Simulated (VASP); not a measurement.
# Ru (P6_3/mmc) in VASP: notebook

Runs on Ru. Level: revPBE. Tasks: single point.

All numbers are computed with VASP 6.6.1; they aren't measurements. Logs are shortened: lines on timing, memory, paths and dates and some standing lists are left out, and cuts for length are marked.

**1. The cell of the first run**

The structure is hexagonal, space group P6_3/mmc (No. 194). The conventional cell has a = 2.790 Å, b = 2.790 Å, c = 8.958 Å, α = 90.00°, β = 90.00°, γ = 120.00°. Within 3.6 Å of Ru (site symmetry -3m) lie 12 Ru at 2.76 to 2.79 Å. Within 3.6 Å of Ru (site symmetry -6m2) lie 12 Ru at 2.76 to 2.79 Å.

**2. Single point, revPBE (15.10 Å³/atom)**

INCAR

```
PREC     = Accurate       # precision mode
ENCUT    = 520            # plane-wave cutoff, eV
EDIFF    = 1E-6           # SCF threshold, eV
ISMEAR   = -1             # smearing method
SIGMA    = 0.1            # smearing width, eV
LREAL    = F              # projectors in reciprocal space
LASPH    = T              # aspherical terms in the spheres
NELM     = 80             # most SCF steps
ALGO     = Normal         # electronic algorithm
ISIF     = 2              # what is computed and relaxed
LWAVE    = F              # write WAVECAR
LCHARG   = F              # write CHGCAR
GGA      = RE             # functional
NBANDS   = 36             # bands
```

KPOINTS

```
regular mesh
0
Gamma
  15 15 4
```

POSCAR

```
Ru
1.0
    2.7902442405      0.0000000000      0.0000000000
   -1.3951221203      2.4164223950      0.0000000000
    0.0000000000      0.0000000000      8.9575916128
Ru
4
Direct
    0.0000000000      0.0000000000      0.0000000000
    0.0000000000      1.0000000000      0.5000000000
    0.3333333333      0.6666666667      0.2500000000
    0.6666666667      0.3333333333      0.7500000000
```

Potentials or basis: VASP PAW PBE potentials, release 64 (Ru_pv).

Started as:

```
> cat potpaw_PBE.64/Ru_pv/POTCAR > POTCAR
> mpirun -np 1 vasp_std > vasp.out
```

OUTCAR:

```text
PREC = Accurate
   ENCUT = 520
   EDIFF = 1E-6
   ISMEAR = -1
   LREAL = F
   LASPH = T
   NELM = 80
   ISIF = 2
   GGA = RE

 ion  position               nearest neighbor table
   1  0.000  0.000  0.000-   3 2.76   4 2.76   3 2.76   4 2.76   4 2.76   3 2.76
   2  0.000  0.000  0.500-   3 2.76   4 2.76   3 2.76   4 2.76   4 2.76   3 2.76
   3  0.333  0.667  0.250-   1 2.76   2 2.76   1 2.76   2 2.76   1 2.76   2 2.76
   4  0.667  0.333  0.750-   1 2.76   2 2.76   1 2.76   2 2.76   1 2.76   2 2.76

  LATTYP: Found a hexagonal cell.
 ALAT       =     2.7902442405
 C/A-ratio  =     3.2103252765

  Lattice vectors:

 A1 = (   2.7902442405,   0.0000000000,   0.0000000000)
 A2 = (  -1.3951221203,   2.4164223950,   0.0000000000)
 A3 = (   0.0000000000,   0.0000000000,   8.9575916128)

Analysis of symmetry for initial positions (statically):
=====================================================================
 Subroutine PRICEL returns:
 Original cell was already a primitive cell.

 Routine SETGRP: Setting up the symmetry group for a
 hexagonal supercell.

 Subroutine GETGRP returns: Found 24 space group operations
 (whereof 12 operations were pure point group operations)
 out of a pool of 24 trial point group operations.

The static configuration has the point symmetry D_3d.
 The point group associated with its full space group is D_6h.

Analysis of symmetry for dynamics (positions and initial velocities):
=====================================================================
 Subroutine PRICEL returns:
 Original cell was already a primitive cell.

 Routine SETGRP: Setting up the symmetry group for a
 hexagonal supercell.

 Subroutine GETGRP returns: Found 24 space group operations
 (whereof 12 operations were pure point group operations)
 out of a pool of 24 trial point group operations.

The dynamic configuration has the point symmetry D_3d.
 The point group associated with its full space group is D_6h.

 Subroutine INISYM returns: Found 24 space group operations
 (whereof 12 operations are pure point group operations),
 and found     1 'primitive' translations

----------------------------------------------------------------------------------------

                                     Primitive cell

  volume of cell :      60.3957

  direct lattice vectors                    reciprocal lattice vectors
     2.790244240  0.000000000  0.000000000     0.358391565  0.206917467  0.000000000
    -1.395122120  2.416422395  0.000000000     0.000000000  0.413834933  0.000000000
     0.000000000  0.000000000  8.957591613     0.000000000  0.000000000  0.111637150

  length of vectors
     2.790244240  2.790244240  8.957591613     0.413834933  0.413834933  0.111637150

  position of ions in fractional coordinates (direct lattice)
     0.000000000  0.000000000  0.000000000
     0.000000000  0.000000000  0.500000000
     0.333333333  0.666666667  0.250000000
     0.666666667  0.333333333  0.750000000

  ion indices of the primitive-cell ions
   primitive index   ion index
                 1           1
                 2           2
                 3           3
                 4           4

----------------------------------------------------------------------------------------

 KPOINTS: regular mesh

Automatic generation of k-mesh.
 Grid dimensions read from file:
 generate k-points for:   15   15    4

 Generating k-lattice:

  Cartesian coordinates                     Fractional coordinates (reciprocal lattice)
     0.023892771  0.013794498  0.000000000     0.066666667  0.000000000  0.000000000
     0.000000000  0.027588996  0.000000000     0.000000000  0.066666667  0.000000000
     0.000000000  0.000000000  0.027909288     0.000000000  0.000000000  0.250000000

  Length of vectors
     0.027588996  0.027588996  0.027909288

  Shift w.r.t. Gamma in fractional coordinates (k-lattice)
     0.000000000  0.000000000  0.000000000

 Subroutine IBZKPT returns following result:
 ===========================================

 Found     81 irreducible k-points:

 Following reciprocal coordinates:
            Coordinates               Weight
  0.000000  0.000000  0.000000      1.000000
  0.066667  0.000000  0.000000      6.000000
  0.133333  0.000000  0.000000      6.000000
  0.200000  0.000000  0.000000      6.000000
  0.266667  0.000000  0.000000      6.000000
  0.333333  0.000000  0.000000      6.000000
[... 16 lines left out ...]
  0.333333  0.200000  0.000000     12.000000
  0.400000  0.200000  0.000000      6.000000
 [... further k-points ...]
   k-points           NKPTS =     81   k-points in BZ     NKDIM =     81   number of bands    NBANDS=     36
   number of dos      NEDOS =    301   number of ions     NIONS =      4
   total plane-waves  NPLWV =  40320
   dimension x,y,z NGX =    24 NGY =   24 NGZ =   70
   dimension x,y,z NGXF=    48 NGYF=   48 NGZF=  140
   ions per type =               4
   NGX,Y,Z   is equivalent  to a cutoff of  14.30, 14.30, 12.99 a.u.
   NGXF,Y,Z  is equivalent  to a cutoff of  28.60, 28.60, 25.98 a.u.
 SYSTEM =  unknown system
   PREC   = accura    normal or accurate (medium, high low for compatibility)
   ISTART =      0    job   : 0-new  1-cont  2-samecut
   ICHARG =      2    charge: 1-file 2-atom 10-const
   ISPIN  =      1    spin polarized calculation?
   LNONCOLLINEAR =      F non collinear calculations
   LSORBIT =      F    spin-orbit coupling
   LASPH  =      T    aspherical Exc in radial PAW
   ENCUT  =  520.0 eV  38.22 Ry    6.18 a.u.   5.19  5.19 16.66*2*pi/ulx,y,z
   NELM   =     80;   NELMIN=  2; NELMDL= -5     # of ELM steps
   EDIFF  = 0.1E-05   stopping-criterion for ELM
   LREAL  =      F    real-space projection
   EDIFFG = 0.1E-04   stopping-criterion for IOM
   NSW    =      0    number of steps for IOM
   IBRION =     -1    ionic relax: 0-MD 1-quasi-New 2-CG
   NFREE  =      0    steps in history (QN), initial steepest desc. (CG)
   ISIF   =      2    stress and relaxation
   ISYM   =      2    0-nonsym 1-usesym 2-fastsym
   POTIM  = 0.5000    time-step for ionic-motion
   TEBEG  =    0.0;   TEEND  =   0.0 temperature during run
   PSTRESS=    0.0 pullay stress
   NELECT =      56.0000    total number of electrons
   NUPDOWN=      -1.0000    fix difference up-down
   EMIN   =  10.00;   EMAX   =-10.00  energy-range for DOS
   EFERMI =   0.00;   METHOD = LEGACY
   ISMEAR =    -1;   SIGMA  =   0.10  broadening in eV -4-tet -1-fermi 0-gaus
   EFERMI_NEDOS =   21; number of points for ismear=-14 and -15
   IALGO  =     38    algorithm
   IMIX   =      4    mixing-type and parameters
     AMIX     =   0.40;   BMIX     =  1.00
     AMIX_MAG =   1.60;   BMIX_MAG =  1.00
  volume/ion in A,a.u.               =      15.10       101.89
  Fermi-wavevector in a.u.,A,eV,Ry     =   1.596377  3.016715 34.673342  2.548419
  Thomas-Fermi vector in A             =   2.694149
   LORBIT       =      0    0 simple, 1 ext, 2 COOP (PROOUT), +10 PAW based schemes
   GGA     = RE    functional components
   LHFCALC =     F    Hartree Fock is set to
   AEXX    =    0.0000 exact exchange contribution
   IVDW    =     0    specifies the selected vdW correction
   LEPSILON=     F    determine dielectric tensor
   LRPA    =     F    only Hartree local field effects (RPA)
 non-spin polarized calculation
  energy-cutoff  :      520.00
  volume of cell :       60.40
 maximum number of plane-waves:      1643
 NGX is ok and might be reduce to    24
   NGX = 11   NGY = 11   NGZ = 33

 number of electron      55.9999997 magnetization

 Free energy of the ion-electron system (eV)
  ---------------------------------------------------
  ext. energy  EPLUGINS =         0.00000000
  ---------------------------------------------------
  free energy    TOTEN  =       -34.37636248 eV

  energy without entropy =      -34.21322900  energy(sigma->0) =      -34.29479574

 E-fermi :  11.0370     XC(G=0): -13.4102

 val. band max:       11.0262228997   @ k =   0.0667   0.0667   0.2500
 cond. band min:      11.0382284549   @ k =   0.3333   0.2000   0.5000
 fundamental gap:      0.0120055552
 Fermi energy:        11.0370412403

 k-point     1 :       0.0000    0.0000    0.0000
  band No.  band energies     occupation
      1     -32.1994      2.00000
      2     -31.8431      2.00000
      3     -31.7948      2.00000
      4     -31.5561      2.00000
      5     -31.5561      2.00000
      6     -31.5091      2.00000
[... 28 lines left out ...]
     35      12.3256      0.00001
     36      12.3256      0.00001

 k-point     2 :       0.0667    0.0000    0.0000
  band No.  band energies     occupation
      1     -32.1889      2.00000
      2     -31.8462      2.00000
      3     -31.7996      2.00000
      4     -31.5793      2.00000
      5     -31.5638      2.00000
      6     -31.5247      2.00000
[... 28 lines left out ...]
     35      12.3447      0.00000
     36      13.5426      0.00000

 k-point     3 :       0.1333    0.0000    0.0000
  band No.  band energies     occupation
      1     -32.1584      2.00000
      2     -31.8598      2.00000
      3     -31.8188      2.00000
      4     -31.6433      2.00000
      5     -31.5851      2.00000
      6     -31.5628      2.00000
[... 28 lines left out ...]
     35      12.3985      0.00000
     36      14.9659      0.00000

 k-point     4 :       0.2000    0.0000    0.0000
  band No.  band energies     occupation
      1     -32.1113      2.00000
      2     -31.8955      2.00000
      3     -31.8639      2.00000
      4     -31.7334      2.00000
      5     -31.6500      2.00000
      6     -31.6156      2.00000
[... 28 lines left out ...]
     35      12.4724      0.00000
     36      16.4472      0.00000

 k-point     5 :       0.2667    0.0000    0.0000
  band No.  band energies     occupation
      1     -32.0570      2.00000
      2     -31.9627      2.00000
      3     -31.9314      2.00000
      4     -31.8313      2.00000
      5     -31.7651      2.00000
      6     -31.6496      2.00000
[... 655 lines left out ...]
 k-point    22 :       0.2667    0.2000    0.0000
  band No.  band energies     occupation
      1     -32.0607      2.00000
      2     -32.0479      2.00000
      3     -31.9565      2.00000
      4     -31.9171      2.00000
      5     -31.9154      2.00000
      6     -31.7935      2.00000
[... 28 lines left out ...]
     35      15.0697      0.00000
     36      20.1028      0.00000

 k-point    23 :       0.3333    0.2000    0.0000
  band No.  band energies     occupation
      1     -32.0913      2.00000
      2     -32.0751      2.00000
      3     -31.9809      2.00000
      4     -31.9513      2.00000
      5     -31.8662      2.00000
      6     -31.8166      2.00000
[... 28 lines left out ...]
     35      16.2884      0.00000
     36      18.4021      0.00000

 k-point    24 :       0.4000    0.2000    0.0000
  band No.  band energies     occupation
      1     -32.1029      2.00000
      2     -32.0844      2.00000
      3     -31.9813      2.00000
      4     -31.9702      2.00000
      5     -31.8434      2.00000
      6     -31.8195      2.00000
[... 28 lines left out ...]
     35      16.9563      0.00000
     36      17.3613      0.00000

 [... further k-points ...]

------------------------ aborting loop because EDIFF is reached ----------------------------------------

  FORCE on cell =-STRESS in cart. coord.  units (eV):
  Direction    XX          YY          ZZ          XY          YZ          ZX
  --------------------------------------------------------------------------------------
  -------------------------------------------------------------------------------------
  Total       -7.1698931     -7.1698931     -7.0951691      0.0000000      0.0000000      0.0000000
  in kB     -190.2028103   -190.2028103   -188.2205350      0.0000000      0.0000000      0.0000000
  external PRESSURE =    -189.5420519 kB  Pullay stress =       0.0000000 kB

 VOLUME and BASIS-vectors are now :
 -----------------------------------------------------------------------------
  energy-cutoff  :      520.00
  volume of cell :       60.40
      direct lattice vectors                 reciprocal lattice vectors
     2.790244240  0.000000000  0.000000000     0.358391565  0.206917467  0.000000000
    -1.395122120  2.416422395  0.000000000     0.000000000  0.413834933  0.000000000
     0.000000000  0.000000000  8.957591613     0.000000000  0.000000000  0.111637150

 POSITION                                       TOTAL-FORCE (eV/Angst)
 -----------------------------------------------------------------------------------
      0.00000      0.00000      0.00000        -0.000000      0.000000      0.000000
      0.00000      0.00000      4.47880        -0.000000      0.000000      0.000000
     -0.00000      1.61095      2.23940         0.000000     -0.000000     -0.000000
      1.39512      0.80547      6.71819        -0.000000      0.000000     -0.000000
 -----------------------------------------------------------------------------------
    total drift:                               -0.000000      0.000000      0.000000

  FREE ENERGIE OF THE ION-ELECTRON SYSTEM (eV)
  ---------------------------------------------------
  free  energy   TOTEN  =       -34.3763624771 eV

  energy  without entropy=      -34.2132289985  energy(sigma->0) =      -34.29479574
```

Run time: 2 min. Hardware: 1 thread of Intel Xeon Platinum 8488C (Sapphire Rapids), shared host; peak memory 0.26 GiB.

Results:

```yaml
Free_energy: -34.3764 eV
Pressure: -19.0 GPa
Band_gap_on_the_k_mesh: zero (bands 28 and 29 overlap by 2.35 eV)
```

Caveat: the cell stands under tension; the PAW data sets were made with another functional, which shifts forces and pressure a little.

**3. Single point, revPBE (15.66 Å³/atom)**

This run uses another cell than the first one, of 15.66 Å³/atom.

INCAR

```
  ALGO = Normal
  EDIFF = 1E-7
  ENCUT = 520
  GGA = RE
  ISIF = 2
  ISMEAR = -1
  LASPH = True
  LCHARG = True
  LELF = True
  LREAL = False
  LVHAR = True
  LWAVE = False
  NBANDS = 36
  NELM = 100
  PREC = Accurate
  SIGMA = 0.1
```

KPOINTS

```
k-points
0
Gamma
  15 15 4
```

POSCAR

```
Ru
1.0
    2.8242749632      0.0000000000      0.0000000000
   -1.4121374816      2.4458938654      0.0000000000
    0.0000000000      0.0000000000      9.0668413020
Ru
4
Direct
    0.0000000000      0.0000000000      0.0000000000
    0.0000000000      1.0000000000      0.5000000000
    0.3333333333      0.6666666667      0.2500000000
    0.6666666667      0.3333333333      0.7500000000
```

Potentials or basis: VASP PAW PBE potentials, release 64 (Ru_pv).

Started as:

```
> cat potpaw_PBE.64/Ru_pv/POTCAR > POTCAR
> mpirun -np 1 vasp_std > vasp.out
```

Wall time 2.2 min (1 thread of Intel Xeon Platinum 8488C (Sapphire Rapids), shared host); peak memory 0.26 GiB.

Results (log left out):

| Quantity | Value |
| --- | --- |
| Free energy | -34.0668 eV |
| Pressure | -25.4 GPa |
| Band gap on the k mesh | zero (bands 28 and 29 overlap by 2.21 eV) |

Stress tensor (GPa, compression positive):
```
-25.32   0.00   0.00
  0.00 -25.32   0.00
  0.00   0.00 -25.45
```

Levels at points of the mesh, in eV from the Fermi level:
```csv
k point,band 24,band 25,band 26,band 27,band 28,band 29,band 30,band 31,band 32,band 33
"(0.00, 0.00, 0.00)",-1.79,-1.79,-1.72,-1.72,-0.66,-0.66,-0.08,-0.08,0.44,0.44
"(0.00, 0.00, 0.50)",-1.96,-1.96,-1.96,-0.57,-0.57,-0.34,-0.34,-0.34,-0.34,0.85
```

Caveat: the cell stands under tension; the PAW data sets were made with another functional, which shifts forces and pressure a little.
